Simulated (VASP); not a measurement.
# Mg (P6_3/mmc) in VASP: further runs, part 2 of 2

VASP 6.6.1. The steps go on from the part before.

## Step 4: Single point, PBE (volume scaled by 0.920)

INCAR

```
ALGO = Normal ; EDIFF = 1E-6
ENCUT = 520 ; GGA = PE
ISIF = 2 ; ISMEAR = 0
LASPH = True ; LCHARG = False
LREAL = False ; LWAVE = False
NBANDS = 9 ; NELM = 100
PREC = Accurate ; SIGMA = 0.05
```

KPOINTS

```
k-points
0
Gamma
  16 16 10
```

POSCAR

```
Mg
1.0
    3.1097825212      0.0000000000      0.0000000000
   -1.5548912606      2.6931506636      0.0000000000
    0.0000000000      0.0000000000      5.0417552196
Mg
2
Direct
    0.3333333333      0.6666666667      0.2500000000
    0.6666666667      0.3333333333      0.7500000000
```

Potentials or basis: VASP PAW PBE potentials, release 64 (Mg).

Run with:

```console
> cat potpaw_PBE.64/Mg/POTCAR > POTCAR
> mpirun -np 1 vasp_std > vasp.out
```

OUTCAR:

```text
EDIFF = 1E-6
   ENCUT = 520
   GGA = PE
   ISIF = 2
   ISMEAR = 0
   LASPH = True
   LREAL = False
   NELM = 100
   PREC = Accurate

 ion  position               nearest neighbor table
   1  0.333  0.667  0.250-   2 3.09   2 3.09   2 3.09   2 3.09   2 3.09   2 3.09
   2  0.667  0.333  0.750-   1 3.09   1 3.09   1 3.09   1 3.09   1 3.09   1 3.09

  LATTYP: Found a hexagonal cell.
 ALAT       =     3.1097825212
 C/A-ratio  =     1.6212565301

  Lattice vectors:

 A1 = (   3.1097825212,   0.0000000000,   0.0000000000)
 A2 = (  -1.5548912606,   2.6931506636,   0.0000000000)
 A3 = (   0.0000000000,   0.0000000000,   5.0417552196)

Analysis of symmetry for initial positions (statically):
=====================================================================
 Subroutine PRICEL returns:
 Original cell was already a primitive cell.

 Routine SETGRP: Setting up the symmetry group for a
 hexagonal supercell.

 Subroutine GETGRP returns: Found 24 space group operations
 (whereof 12 operations were pure point group operations)
 out of a pool of 24 trial point group operations.

The static configuration has the point symmetry D_3d.
 The point group associated with its full space group is D_6h.

Analysis of symmetry for dynamics (positions and initial velocities):
=====================================================================
 Subroutine PRICEL returns:
 Original cell was already a primitive cell.

 Routine SETGRP: Setting up the symmetry group for a
 hexagonal supercell.

 Subroutine GETGRP returns: Found 24 space group operations
 (whereof 12 operations were pure point group operations)
 out of a pool of 24 trial point group operations.

The dynamic configuration has the point symmetry D_3d.
 The point group associated with its full space group is D_6h.

 Subroutine INISYM returns: Found 24 space group operations
 (whereof 12 operations are pure point group operations),
 and found     1 'primitive' translations
[... 118 lines left out ...]
  Thomas-Fermi vector in A             =   1.842069
   LORBIT       =      0    0 simple, 1 ext, 2 COOP (PROOUT), +10 PAW based schemes
   GGA     = PE    functional components
   LHFCALC =     F    Hartree Fock is set to
   AEXX    =    0.0000 exact exchange contribution
   IVDW    =     0    specifies the selected vdW correction
   LEPSILON=     F    determine dielectric tensor
   LRPA    =     F    only Hartree local field effects (RPA)
 non-spin polarized calculation
 Gauss-broadening in eV      SIGMA  =   0.05
  energy-cutoff  :      520.00
  volume of cell :       42.23
 maximum number of plane-waves:      1182
 NGX is ok and might be reduce to    24
   NGX = 11   NGY = 11   NGZ = 19

 number of electron       4.0000000 magnetization

 Free energy of the ion-electron system (eV)
  ---------------------------------------------------
  ext. energy  EPLUGINS =         0.00000000
  ---------------------------------------------------
  free energy    TOTEN  =        -2.97156516 eV

  energy without entropy =       -2.97067519  energy(sigma->0) =       -2.97112017

 E-fermi :   3.1006     XC(G=0):  -8.7538

 val. band max:        3.0784424643   @ k =   0.1250  -0.0000   0.1000
 cond. band min:       3.1125792138   @ k =   0.3125   0.0000   0.0000
 fundamental gap:      0.0341367494
 Fermi energy:         3.1005992231

 k-point     1 :       0.0000    0.0000    0.0000
  band No.  band energies     occupation
      1      -4.2144      2.00000
      2       1.2701      2.00000
      3       1.8630      2.00000
      4      14.5031      0.00000
      5      14.5031      0.00000
      6      14.7895      0.00000
      7      14.7895      0.00000
      8      15.4187      0.00000
      9      17.2855      0.00000
[... 265 lines left out ...]
 k-point    24 :       0.2500    0.1875    0.0000
  band No.  band energies     occupation
      1      -1.2563      2.00000
      2       3.9997      0.00000
      3       4.1271      0.00000
      4       5.2693      0.00000
      5       6.5827      0.00000
      6       9.9158      0.00000
      7      11.0986      0.00000
      8      11.2385      0.00000
      9      12.6474      0.00000

 [... further k-points ...]

------------------------ aborting loop because EDIFF is reached ----------------------------------------

  FORCE on cell =-STRESS in cart. coord.  units (eV):
  Direction    XX          YY          ZZ          XY          YZ          ZX
  --------------------------------------------------------------------------------------
  -------------------------------------------------------------------------------------
  Total        0.9161818      0.9161818      0.8980057      0.0000000      0.0000000      0.0000000
  in kB       34.7632042     34.7632042     34.0735413      0.0000000      0.0000000      0.0000000
  external PRESSURE =      34.5333166 kB  Pullay stress =       0.0000000 kB

 VOLUME and BASIS-vectors are now :
 -----------------------------------------------------------------------------
  energy-cutoff  :      520.00
  volume of cell :       42.23
      direct lattice vectors                 reciprocal lattice vectors
     3.109782521  0.000000000  0.000000000     0.321565895  0.185656156  0.000000000
    -1.554891261  2.693150664  0.000000000     0.000000000  0.371312312  0.000000000
     0.000000000  0.000000000  5.041755220     0.000000000  0.000000000  0.198343624

 POSITION                                       TOTAL-FORCE (eV/Angst)
 -----------------------------------------------------------------------------------
     -0.00000      1.79543      1.26044        -0.000000     -0.000000      0.000000
      1.55489      0.89772      3.78132         0.000000      0.000000      0.000000
 -----------------------------------------------------------------------------------
    total drift:                                0.000000     -0.000000      0.000000

  FREE ENERGIE OF THE ION-ELECTRON SYSTEM (eV)
  ---------------------------------------------------
  free  energy   TOTEN  =        -2.9715651583 eV

  energy  without entropy=       -2.9706751901  energy(sigma->0) =       -2.97112017
```

It took 21 s on 1 thread of Intel Xeon Platinum 8375C at 2.90GHz (Ice Lake), shared host; peak memory 0.2 GiB.

Results:

```
Free energy            : -2.9716 eV
Pressure               : 3.5 GPa
Band gap on the k mesh : zero (band 2 reaches 4.10 eV, above the bottom of band 3 at 1.86 eV)
```

## Step 5: Single point, PBE (volume scaled by 0.760)

INCAR

```
SYSTEM = Mg
PREC     = Accurate       ! precision mode
ENCUT    = 520            ! plane-wave cutoff, eV
EDIFF    = 1E-7           ! SCF threshold, eV
ISMEAR   = 0              ! smearing method
SIGMA    = 0.05           ! smearing width, eV
LREAL    = .FALSE.        ! projectors in reciprocal space
LASPH    = .TRUE.         ! aspherical terms in the spheres
NELM     = 100            ! most SCF steps
ALGO     = Normal         ! electronic algorithm
ISIF     = 2              ! what is computed and relaxed
LWAVE    = .FALSE.        ! write WAVECAR
LCHARG   = .FALSE.        ! write CHGCAR
GGA      = PE             ! functional
NBANDS   = 9              ! bands
```

KPOINTS

```
regular mesh
0
G
  18 18 10
  0 0 0
```

POSCAR

```
Mg
1.0
    2.9216880042      0.0000000000      0.0000000000
   -1.4608440021      2.5302560336      0.0000000000
    0.0000000000      0.0000000000      4.7184557125
Mg
2
Direct
    0.3333333333      0.6666666667      0.2500000000
    0.6666666667      0.3333333333      0.7500000000
```

Run with:

```console
> cat potpaw_PBE.64/Mg/POTCAR > POTCAR
> mpirun -np 1 vasp_std > vasp.out
```

Wall time 22 s (1 thread of Intel Xeon Platinum 8375C at 2.90GHz (Ice Lake), shared host); peak memory 0.2 GiB.

Results (log left out):

| Quantity | Value |
| --- | --- |
| Free energy | -2.5548 eV |
| Pressure | 17.0 GPa |
| Band gap on the k mesh | zero (band 2 reaches 5.22 eV, above the bottom of band 3 at 3.07 eV) |

Levels at points of the mesh, in eV from the Fermi level:
```csv
k point,band 1,band 2,band 3,band 4,band 5,band 6,band 7
"(0.00, 0.00, 0.00)",-8.20,-2.11,-1.18,12.55,12.55,13.27,13.27
"(0.50, 0.00, 0.00)",-2.66,-2.40,3.12,3.14,4.21,4.36,8.41
"(0.00, 0.00, 0.50)",-6.52,-6.52,6.00,6.00,13.33,13.33,13.33
"(0.50, 0.00, 0.50)",-1.41,-1.41,-0.38,-0.38,8.98,8.98,9.70
```

## Step 6: Single point, PBE (volume scaled by 0.960)

INCAR

```
ALGO     = Fast           # electronic algorithm
EDIFF    = 1E-7           # SCF threshold, eV
ENCUT    = 520            # plane-wave cutoff, eV
GGA      = PE             # functional
ISIF     = 2              # what is computed and relaxed
ISMEAR   = 0              # smearing method
LASPH    = True           # aspherical terms in the spheres
LCHARG   = True           # write CHGCAR
LELF     = True           # ELF
LREAL    = False          # projectors in reciprocal space
LVHAR    = True         
LWAVE    = False          # write WAVECAR
NBANDS   = 9              # bands
NELM     = 100            # most SCF steps
PREC     = Accurate       # precision mode
SIGMA    = 0.05           # smearing width, eV
```

KPOINTS

```
k-points
0
Gamma
  16 16 10
```

POSCAR

```
Mg
1.0
    3.1542139887      0.0000000000      0.0000000000
   -1.5771069944      2.7316294432      0.0000000000
    0.0000000000      0.0000000000      5.1137900264
Mg
2
Direct
    0.3333333333      0.6666666667      0.2500000000
    0.6666666667      0.3333333333      0.7500000000
```

Potentials or basis: VASP PAW PBE potentials, release 64 (Mg).

Run with:

```console
> cat potpaw_PBE.64/Mg/POTCAR > POTCAR
> mpirun -np 1 vasp_std > vasp.out
```

It took 22 s on 1 thread of Intel Xeon Platinum 8375C at 2.90GHz (Ice Lake), shared host; peak memory 0.2 GiB.

Results (log left out):

* Free energy: -2.9995 eV
* Pressure: 1.5 GPa
* Band gap on the k mesh: zero (band 2 reaches 3.86 eV, above the bottom of band 3 at 1.63 eV)

Levels at points of the mesh, in eV from the Fermi level:
```
           k point  band 1  band 2  band 3  band 4  band 5  band 6  band 7
(0.00, 0.00, 0.00)   -7.13   -1.76   -1.24   11.15   11.15   11.34   11.34
(0.50, 0.00, 0.00)   -2.23   -2.19    2.71    3.02    3.39    3.79    7.06
(0.00, 0.00, 0.50)   -5.69   -5.69    5.16    5.16   11.90   11.90   11.90
(0.50, 0.00, 0.50)   -1.16   -1.16   -0.45   -0.45    8.15    8.15    8.26
```

## Step 7: The runs side by side

| cell | k mesh | gap on the mesh (eV) | pressure (GPa) |
| --- | --- | --- | --- |
| a = 3.064, b = 3.064, c = 4.968 Å, angles 90.0, 90.0, 120.0°, 2 atoms | 16 × 16 × 10 | none | 5.9 |
| a = 2.870, b = 2.870, c = 4.634 Å, angles 90.0, 90.0, 120.0°, 2 atoms | 18 × 18 × 10 | none | 22.6 |
| a = 3.110, b = 3.110, c = 5.042 Å, angles 90.0, 90.0, 120.0°, 2 atoms | 16 × 16 × 10 | none | 3.5 |
| a = 2.922, b = 2.922, c = 4.718 Å, angles 90.0, 90.0, 120.0°, 2 atoms | 18 × 18 × 10 | none | 17.0 |
| a = 3.154, b = 3.154, c = 5.114 Å, angles 90.0, 90.0, 120.0°, 2 atoms | 16 × 16 × 10 | none | 1.5 |

Alike in all rows: task single point; level PBE; potentials or basis VASP PAW PBE potentials, release 64 (Mg); no spin polarisation; cutoff (eV) 520; smearing gaussian 0.05 eV.

Absolute energies hang on the potentials; compare differences alone.
